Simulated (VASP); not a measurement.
Set up this calculation in VASP 6.6.1, as the native input.

```yaml
Task: single point
Functional: PBE
Potentials_or_basis: VASP PAW PBE potentials, release 64 (Si, C)
Cutoff: 520 eV
k_mesh: 6 × 6 × 6
Occupations: gaussian, width 0.01 eV
Spin: no spin polarisation
Dipole_correction: no
Further_INCAR_settings: ALGO = Normal; EDIFF = 1e-06; NBANDS = 11
```

The structure of SiC lies in POSCAR:

```
SiC
1.0
    0.0000000000      2.1780523450      2.1780523450
    2.1344912981      0.0000000000      2.1780523450
    2.1344912981      2.1780523450      0.0000000000
Si C
1 1
Direct
    0.0000000000      0.0000000000      0.0000000000
    0.2500000000      0.2500000000      0.2500000000
```

This cell differs from its parent crystal: uniaxial x strain -2.0%.

These files were run (other wordings do the same):

INCAR

```
SYSTEM = SiC
ALGO     = Normal         ! electronic algorithm
EDIFF    = 1E-6           ! SCF threshold, eV
ENCUT    = 520            ! plane-wave cutoff, eV
GGA      = PE             ! functional
ISIF     = 2              ! what is computed and relaxed
ISMEAR   = 0              ! smearing method
LASPH    = .True.         ! aspherical terms in the spheres
LCHARG   = .False.        ! write CHGCAR
LREAL    = .False.        ! projectors in reciprocal space
LWAVE    = .False.        ! write WAVECAR
NBANDS   = 11             ! bands
NELM     = 80             ! most SCF steps
PREC     = Accurate       ! precision mode
SIGMA    = 0.01           ! smearing width, eV
```

KPOINTS

```
k-points
0
Gamma
  6 6 6
  0 0 0
```

Potentials or basis: VASP PAW PBE potentials, release 64 (Si, C).

Launch:

```sh
$ cat potpaw_PBE.64/Si/POTCAR potpaw_PBE.64/C/POTCAR > POTCAR
$ mpirun -np 1 vasp_std > vasp.out
```

Results of the run:

| Item | Value |
| --- | --- |
| Pressure | 8.3 GPa |
| Band gap on the k mesh | 1.12 eV, indirect (least direct gap 4.53 eV) |

Caveat: the cell differs from its parent crystal (uniaxial x strain -2.0%).

Run time: 3 s on 1 thread of Intel Xeon 6975P-C, on a shared host, peak memory 0.13 GiB.
